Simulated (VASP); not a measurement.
Set up this calculation in VASP 6.6.1, as the native input.

```
Task                   : single point
Functional             : PBE
Potentials or basis    : VASP PAW PBE potentials, release 64 (Si, Mo_sv)
Cutoff                 : 500 eV
k mesh                 : 3 × 5 × 2, shifted
Occupations            : fermi-dirac, width 0.1 eV
Spin                   : no spin polarisation
Dipole correction      : no
Further INCAR settings : ALGO = Normal; EDIFF = 1e-06; NBANDS = 56
```

The structure of Si2Mo lies in POSCAR:

```
Si2Mo
1.0
    6.2486770000      0.0127260000     -0.0162220000
    0.0069240000      3.3875850000     -0.0068890000
   -0.0219480000     -0.0171320000      8.5194710000
Si Mo
8 4
Direct
    0.8653920000      0.2544230000      0.0370300000
    0.6278180000      0.7468070000      0.5363330000
    0.3651480000      0.2429040000      0.4637260000
    0.1399650000      0.7471180000      0.9564430000
    0.9409900000      0.2486310000      0.6329310000
    0.5658370000      0.7521310000      0.1329170000
    0.4342920000      0.2594040000      0.8703260000
    0.0467380000      0.7552510000      0.3698350000
    0.2532620000      0.2567510000      0.1687420000
    0.2426730000      0.7740460000      0.6695450000
    0.7520720000      0.2387070000      0.3244820000
    0.7406750000      0.7523610000      0.8327100000
```

One way to write it, as run:

INCAR

```
SYSTEM = Si2Mo
PREC = Accurate ; ENCUT = 500
EDIFF = 1E-6 ; ISMEAR = -1
SIGMA = 0.1 ; LREAL = .FALSE.
LASPH = .TRUE. ; NELM = 120
ALGO = Normal ; ISIF = 2
LWAVE = .FALSE. ; LCHARG = .FALSE.
GGA = PE ; NBANDS = 56
GGA_COMPAT = .FALSE.
```

KPOINTS

```
Automatic mesh
0
Gamma
  3 5 2
  0.5 0.5 0.5
```

Potentials or basis: VASP PAW PBE potentials, release 64 (Si, Mo_sv).

Command:

```bash
$ cat potpaw_PBE.64/Si/POTCAR potpaw_PBE.64/Mo_sv/POTCAR > POTCAR
$ mpirun -np 1 vasp_std > vasp.out
```

Results of the run:

* Pressure: -7.4 GPa
* Largest force: 1.563 eV/Å
* Band gap on the k mesh: 0.47 eV, direct

Caveat: forces of over 1 eV/Å act on the atoms, so gaps and moduli don't describe the material at rest.

Run time: 5.7 min on 1 thread of Intel Xeon 8259CL, on a shared host, peak memory 0.32 GiB.
